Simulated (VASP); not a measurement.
# Li2Pt (P-1) in VASP: notebook

Runs on Li2Pt. Level: LDA. Tasks: electric field gradients.

Everything below comes from runs of VASP 6.6.1. Logs are shortened: lines on timing, memory, paths and dates and some standing lists are left out, and cuts for length are marked.

## 1. The cell of the first run

The typed cell holds 3 atoms: a = 4.186 Å, b = 4.204 Å, c = 2.661 Å, α = 90.21°, β = 90.57°, γ = 120.43°.

## 2. Electric field gradients, LDA (equal xy, yz and zx shear strains of -1 %)

File INCAR:

```
SYSTEM = Li2Pt
PREC = Accurate
ENCUT = 520
EDIFF = 1E-8
ISMEAR = -1
SIGMA = 0.03
LREAL = .FALSE.
LASPH = .TRUE.
NELM = 60
ALGO = Normal
ISIF = 2
LWAVE = .FALSE.
LCHARG = .FALSE.
GGA = CA
LEFG = .TRUE.
NBANDS = 15
```

File KPOINTS:

```
Automatic mesh
0
G
  9 9 12
  0 0 0
```

File POSCAR:

```
Li2Pt
1.0
    4.1859989866     -0.0209299949     -0.0209299949
   -2.1111254006      3.6356464602     -0.0076609098
   -0.0133050000     -0.0133050000      2.6610000000
Li Pt
2 1
Direct
    0.3333333333      0.6666666667      0.5000000000
    0.6666666667      0.3333333333      0.5000000000
    0.0000000000      0.0000000000      0.0000000000
```

Potentials or basis: VASP PAW LDA potentials, release 64 (Li_sv, Pt).

The run is started by

```sh
> cat potpaw_LDA.64/Li_sv/POTCAR potpaw_LDA.64/Pt/POTCAR > POTCAR
> mpirun -np 1 vasp_std > vasp.out
```

OUTCAR:

```text
SYSTEM = Li2Pt
   PREC = Accurate
   ENCUT = 520
   EDIFF = 1E-8
   ISMEAR = -1
   LREAL = .FALSE.
   LASPH = .TRUE.
   NELM = 60
   ISIF = 2
   GGA = CA

 ion  position               nearest neighbor table
   1  0.333  0.667  0.500-   2 2.41   2 2.42   2 2.43   3 2.73   3 2.75   3 2.76   3 2.77   3 2.77
                             3 2.77
   2  0.667  0.333  0.500-   1 2.41   1 2.42   1 2.43   3 2.73   3 2.75   3 2.76   3 2.77   3 2.77
                             3 2.77
   3  0.000  0.000  0.000-   2 2.73   1 2.73   2 2.75   1 2.75   1 2.76   2 2.76   1 2.77   2 2.77
                             2 2.77   1 2.77   1 2.77   2 2.77

  LATTYP: Found a triclinic cell.
 ALAT       =     4.1679842805
 B/A-ratio  =     1.0086758049
 C/A-ratio  =     0.6384540692
 COS(alpha) =     0.0036352536
 COS(beta)  =     0.0136846555
 COS(gamma) =     0.5000186556

  Lattice vectors:

 A1 = (  -2.0748735860,  -3.6147164653,   0.0285909047)
 A2 = (   2.1111254006,  -3.6356464602,   0.0076609098)
 A3 = (  -0.0133050000,  -0.0133050000,   2.6610000000)

Analysis of symmetry for initial positions (statically):
=====================================================================
 Subroutine PRICEL returns:
 Original cell was already a primitive cell.

 Routine SETGRP: Setting up the symmetry group for a
 triclinic supercell.

 Subroutine GETGRP returns: Found  2 space group operations
 (whereof  2 operations were pure point group operations)
 out of a pool of  2 trial point group operations.

The static configuration has the point symmetry S_2 .

Analysis of symmetry for dynamics (positions and initial velocities):
=====================================================================
 Subroutine PRICEL returns:
 Original cell was already a primitive cell.

 Routine SETGRP: Setting up the symmetry group for a
 triclinic supercell.

 Subroutine GETGRP returns: Found  2 space group operations
 (whereof  2 operations were pure point group operations)
 out of a pool of  2 trial point group operations.

The dynamic configuration has the point symmetry S_2 .

 Subroutine INISYM returns: Found  2 space group operations
 (whereof  2 operations are pure point group operations),
 and found     1 'primitive' translations

----------------------------------------------------------------------------------------

                                     Primitive cell

  volume of cell :      40.3777

  direct lattice vectors                    reciprocal lattice vectors
     4.185998987 -0.020929995 -0.020929995     0.239596727  0.139131582  0.001893642
    -2.111125401  3.635646460 -0.007660910     0.001386242  0.275862123  0.001386242
    -0.013305000 -0.013305000  2.661000000     0.001888530  0.001888530  0.375817457

  length of vectors
     4.186103635  4.204144899  2.661066524     0.277069982  0.275869089  0.375826947

  position of ions in fractional coordinates (direct lattice)
     0.333333333  0.666666667  0.500000000
     0.666666667  0.333333333  0.500000000
     0.000000000  0.000000000  0.000000000

  ion indices of the primitive-cell ions
   primitive index   ion index
                 1           1
                 2           2
                 3           3

----------------------------------------------------------------------------------------

 KPOINTS: Automatic mesh

Automatic generation of k-mesh.
 Grid dimensions read from file:
 generate k-points for:    9    9   12

 Generating k-lattice:

  Cartesian coordinates                     Fractional coordinates (reciprocal lattice)
     0.026621859  0.015459065  0.000210405     0.111111111 -0.000000000  0.000000000
     0.000154027  0.030651347  0.000154027     0.000000000  0.111111111 -0.000000000
     0.000157377  0.000157377  0.031318121     0.000000000 -0.000000000  0.083333333

  Length of vectors
     0.030785554  0.030652121  0.031318912

  Shift w.r.t. Gamma in fractional coordinates (k-lattice)
     0.000000000  0.000000000  0.000000000

 Subroutine IBZKPT returns following result:
 ===========================================

 Found    487 irreducible k-points:

 Following reciprocal coordinates:
            Coordinates               Weight
  0.000000  0.000000  0.000000      1.000000
  0.111111  0.000000  0.000000      2.000000
  0.222222  0.000000  0.000000      2.000000
  0.333333  0.000000  0.000000      2.000000
  0.444444  0.000000  0.000000      2.000000
  0.000000  0.111111  0.000000      2.000000
[... 16 lines left out ...]
 -0.111111  0.222222  0.000000      2.000000
  0.000000  0.333333  0.000000      2.000000
 [... further k-points ...]
   k-points           NKPTS =    487   k-points in BZ     NKDIM =    487   number of bands    NBANDS=     15
   number of dos      NEDOS =    301   number of ions     NIONS =      3
   total plane-waves  NPLWV =  20480
   dimension x,y,z NGX =    32 NGY =   32 NGZ =   20
   dimension x,y,z NGXF=    64 NGYF=   64 NGZF=   40
   ions per type =               2   1
   NGX,Y,Z   is equivalent  to a cutoff of  12.71, 12.65, 12.49 a.u.
   NGXF,Y,Z  is equivalent  to a cutoff of  25.42, 25.31, 24.99 a.u.
 SYSTEM =  Li2Pt
   PREC   = accura    normal or accurate (medium, high low for compatibility)
   ISTART =      0    job   : 0-new  1-cont  2-samecut
   ICHARG =      2    charge: 1-file 2-atom 10-const
   ISPIN  =      1    spin polarized calculation?
   LNONCOLLINEAR =      F non collinear calculations
   LSORBIT =      F    spin-orbit coupling
   LASPH  =      T    aspherical Exc in radial PAW
   ENCUT  =  520.0 eV  38.22 Ry    6.18 a.u.   7.78  7.82  4.95*2*pi/ulx,y,z
   NELM   =     60;   NELMIN=  2; NELMDL= -5     # of ELM steps
   EDIFF  = 0.1E-07   stopping-criterion for ELM
   LREAL  =      F    real-space projection
   EDIFFG = 0.1E-06   stopping-criterion for IOM
   NSW    =      0    number of steps for IOM
   IBRION =     -1    ionic relax: 0-MD 1-quasi-New 2-CG
   NFREE  =      0    steps in history (QN), initial steepest desc. (CG)
   ISIF   =      2    stress and relaxation
   ISYM   =      2    0-nonsym 1-usesym 2-fastsym
   POTIM  = 0.5000    time-step for ionic-motion
   TEBEG  =    0.0;   TEEND  =   0.0 temperature during run
   PSTRESS=    0.0 pullay stress
   NELECT =      16.0000    total number of electrons
   NUPDOWN=      -1.0000    fix difference up-down
   EMIN   =  10.00;   EMAX   =-10.00  energy-range for DOS
   EFERMI =   0.00;   METHOD = LEGACY
   ISMEAR =    -1;   SIGMA  =   0.03  broadening in eV -4-tet -1-fermi 0-gaus
   EFERMI_NEDOS =   21; number of points for ismear=-14 and -15
   IALGO  =     38    algorithm
   IMIX   =      4    mixing-type and parameters
     AMIX     =   0.40;   BMIX     =  1.00
     AMIX_MAG =   1.60;   BMIX_MAG =  1.00
  volume/ion in A,a.u.               =      13.46        90.83
  Fermi-wavevector in a.u.,A,eV,Ry     =   1.202452  2.272305 19.672544  1.445891
  Thomas-Fermi vector in A             =   2.338233
   LORBIT       =      0    0 simple, 1 ext, 2 COOP (PROOUT), +10 PAW based schemes
   GGA     = CA    functional components
   LHFCALC =     F    Hartree Fock is set to
   AEXX    =    0.0000 exact exchange contribution
   IVDW    =     0    specifies the selected vdW correction
   LEPSILON=     F    determine dielectric tensor
   LRPA    =     F    only Hartree local field effects (RPA)
 non-spin polarized calculation
  energy-cutoff  :      520.00
  volume of cell :       40.38
 maximum number of plane-waves:      1104
   NGX = 15   NGY = 15   NGZ =  9

 number of electron      15.9999993 magnetization

 Free energy of the ion-electron system (eV)
  ---------------------------------------------------
  ext. energy  EPLUGINS =         0.00000000
  ---------------------------------------------------
  free energy    TOTEN  =       -13.14273455 eV

  energy without entropy =      -13.13878182  energy(sigma->0) =      -13.14075819

 E-fermi :   5.0821     XC(G=0): -10.4508

 val. band max:        5.0692981727   @ k =   0.3333  -0.0000   0.4167
 cond. band min:       5.0839525733   @ k =  -0.3333  -0.3333   0.0833
 fundamental gap:      0.0146544006
 Fermi energy:         5.0821409050

 k-point     1 :       0.0000    0.0000    0.0000
  band No.  band energies     occupation
      1     -39.6467      2.00000
      2     -39.5287      2.00000
      3      -1.5364      2.00000
      4       0.6896      2.00000
      5       1.7592      2.00000
      6       1.7877      2.00000
      7       4.4364      2.00000
      8       4.4373      2.00000
      9       8.8580      0.00000
     10       8.9524      0.00000
     11      11.4447      0.00000
     12      11.4540      0.00000
     13      14.1981      0.00000
     14      15.1988      0.00000
     15      16.7355      0.00000

 k-point     2 :       0.1111    0.0000    0.0000
  band No.  band energies     occupation
      1     -39.6434      2.00000
      2     -39.5319      2.00000
      3      -1.4647      2.00000
      4       0.7361      2.00000
      5       1.7850      2.00000
      6       1.8485      2.00000
      7       4.4215      2.00000
      8       4.4335      2.00000
      9       8.0063      0.00000
     10       8.2537      0.00000
     11      11.9769      0.00000
     12      12.1945      0.00000
     13      14.4686      0.00000
     14      15.7272      0.00000
     15      16.9344      0.00000

 k-point     3 :       0.2222    0.0000    0.0000
  band No.  band energies     occupation
      1     -39.6340      2.00000
      2     -39.5409      2.00000
      3      -1.2815      2.00000
      4       0.8805      2.00000
      5       1.8135      2.00000
      6       2.0945      2.00000
      7       4.3824      2.00000
      8       4.4257      2.00000
      9       6.4228      0.00000
     10       7.2040      0.00000
     11      12.4155      0.00000
     12      13.6576      0.00000
     13      15.1820      0.00000
     14      17.2670      0.00000
     15      17.5090      0.00000
[... 343 lines left out ...]
 k-point    23 :      -0.1111    0.2222    0.0000
  band No.  band energies     occupation
      1     -39.6374      2.00000
      2     -39.5376      2.00000
      3      -1.3416      2.00000
      4       0.8310      2.00000
      5       1.7680      2.00000
      6       2.0419      2.00000
      7       4.3965      2.00000
      8       4.4272      2.00000
      9       6.7858      0.00000
     10       7.5610      0.00000
     11      12.5876      0.00000
     12      13.0612      0.00000
     13      15.0218      0.00000
     14      16.6038      0.00000
     15      17.3108      0.00000

 k-point    24 :       0.0000    0.3333    0.0000
  band No.  band energies     occupation
      1     -39.6212      2.00000
      2     -39.5535      2.00000
      3      -1.0813      2.00000
      4       1.0836      2.00000
      5       1.9861      2.00000
      6       2.4481      2.00000
      7       4.3396      2.00000
      8       4.4178      2.00000
      9       4.8676      1.99844
     10       6.2965      0.00000
     11      12.6579      0.00000
     12      15.3216      0.00000
     13      16.1621      0.00000
     14      18.3786      0.00000
     15      19.1548      0.00000

 [... further k-points ...]
[... 5 lines left out ...]
  --------------------------------------------------------------------------------------
  -------------------------------------------------------------------------------------
  Total       -0.9987217     -0.9991704     -1.2731419      0.0904341      0.0427065      0.0426968
  in kB      -39.6290798    -39.6468868    -50.5180198      3.5884063      1.6945853      1.6942019
  external PRESSURE =     -43.2646621 kB  Pullay stress =       0.0000000 kB

 VOLUME and BASIS-vectors are now :
 -----------------------------------------------------------------------------
  energy-cutoff  :      520.00
  volume of cell :       40.38
      direct lattice vectors                 reciprocal lattice vectors
     4.185998987 -0.020929995 -0.020929995     0.239596727  0.139131582  0.001893642
    -2.111125401  3.635646460 -0.007660910     0.001386242  0.275862123  0.001386242
    -0.013305000 -0.013305000  2.661000000     0.001888530  0.001888530  0.375817457

 POSITION                                       TOTAL-FORCE (eV/Angst)
 -----------------------------------------------------------------------------------
     -0.01874      2.41014      1.31842         0.021170     -0.000085     -0.000534
      2.08031      1.19128      1.31399        -0.021170      0.000085      0.000534
      0.00000      0.00000      0.00000        -0.000000      0.000000      0.000000
 -----------------------------------------------------------------------------------
    total drift:                                0.000000     -0.000000     -0.000000

  FREE ENERGIE OF THE ION-ELECTRON SYSTEM (eV)
  ---------------------------------------------------
  free  energy   TOTEN  =       -13.1427345508 eV

  energy  without entropy=      -13.1387818202  energy(sigma->0) =      -13.14075819

 Electric field gradients (V/A^2)
---------------------------------------------------------------------
 ion       V_xx      V_yy      V_zz      V_xy      V_xz      V_yz
---------------------------------------------------------------------
   1      -0.131    -0.135     0.266     0.023    -0.011    -0.012
   2      -0.131    -0.135     0.266     0.023    -0.011    -0.012
   3     155.275   155.065  -310.341     1.026     3.049     3.044
---------------------------------------------------------------------

 Electric field gradients after diagonalization (V/A^2)
 (convention: |V_zz| > |V_xx| > |V_yy|)
----------------------------------------------------------------------
 ion       V_xx      V_yy      V_zz     asymmetry (V_yy - V_xx)/ V_zz
----------------------------------------------------------------------
   1      -0.156    -0.110     0.266       0.173
   2      -0.156    -0.110     0.266       0.173
   3     156.242   154.139  -310.381       0.007
----------------------------------------------------------------------

           NMR quadrupolar parameters

 Cq : quadrupolar parameter    Cq=e*Q*V_zz/h
 eta: asymmetry parameters     (V_yy - V_xx)/ V_zz
 Q  : nuclear electric quadrupole moment in mb (millibarn)
----------------------------------------------------------------------
 ion       Cq(MHz)       eta       Q (mb)
----------------------------------------------------------------------
   1       0.001       0.173       1.000
   2       0.001       0.173       1.000
   3      -0.750       0.007       1.000
----------------------------------------------------------------------
```

Wall time 3 min (1 thread of Intel Xeon Platinum 8259CL at 2.50GHz (Skylake/Cascade Lake), shared host); peak memory 0.37 GiB.

Results:

| Property | Result |
| --- | --- |
| Free energy | -13.1427 eV |
| Largest force | 0.021 eV/Å |
| Band gap on the k mesh | zero (bands 8 and 9 overlap by 1.84 eV) |
| Largest electric field gradient by atom | Li +0.3; Pt -310.4 V/Å² |

Forces in eV/Å, atoms in the order of the input:
```
Li   0.021  0.000 -0.001
Li  -0.021  0.000  0.001
Pt   0.000  0.000  0.000
```

Electric field gradients, principal values (V/Å²):
```
atom    least   middle  greatest (by size)
1 Li   -0.110   -0.156               0.266
2 Li   -0.110   -0.156               0.266
3 Pt  154.139  156.242            -310.381
```

Caveat: the cell differs from its parent crystal (equal xy, yz and zx shear strains of -1 %); the cutoff is under 1.25 times the usual one of these potentials, so pressure, stress and relaxed cells hold a basis-set (Pulay) error; without QUAD_EFG the Cq values of the log hold for a quadrupole moment of 1 mb, not for the nuclei; spin-orbit coupling is left out, which moves the levels of the heavy elements.

(Part 1 of 2 ends here.)
